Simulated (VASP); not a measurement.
Set up this calculation in VASP 6.6.1, as the native input.

| Property | Result |
| --- | --- |
| Task | single point |
| Functional | PBE |
| Potentials or basis | VASP PAW PBE potentials, release 64 (B, P) |
| Cutoff | 500 eV |
| k mesh | 10 × 10 × 10 |
| Occupations | gaussian, width 0.05 eV |
| Spin | no spin polarisation |
| Dipole correction | no |
| Further INCAR settings | ALGO = Normal; EDIFF = 1e-06; NBANDS = 11 |

The structure of BP lies in POSCAR:

```
BP
1.0
    0.0000000000      2.2741350292      2.2741350292
    2.2741350292      0.0000000000      2.2741350292
    2.2741350292      2.2741350292      0.0000000000
B P
1 1
Direct
    0.0000000000      0.0000000000      0.0000000000
    0.7500000000      0.7500000000      0.7500000000
```

One way to write it, as run:

INCAR

```
SYSTEM = BP
  ALGO = Normal
  EDIFF = 1E-6
  ENCUT = 500
  GGA = PE
  GGA_COMPAT = .FALSE.
  ISIF = 2
  ISMEAR = 0
  LASPH = .TRUE.
  LCHARG = .FALSE.
  LREAL = .FALSE.
  LWAVE = .FALSE.
  NBANDS = 11
  NELM = 120
  PREC = Accurate
  SIGMA = 0.05
```

KPOINTS

```
k-points
0
G
  10 10 10
  0 0 0
```

Potentials or basis: VASP PAW PBE potentials, release 64 (B, P).

Launch:

```bash
$ cat potpaw_PBE.64/B/POTCAR potpaw_PBE.64/P/POTCAR > POTCAR
$ mpirun -np 1 vasp_std > vasp.out
```

It gave:

| Quantity | Value |
| --- | --- |
| Pressure | -0.2 GPa |
| Band gap on the k mesh | 1.25 eV (least direct gap 3.39 eV) |

Run time: 16 s on 1 thread of AMD EPYC 7R43 64-Core Processor (Zen 3), with other jobs on the host, peak memory 0.1 GiB.
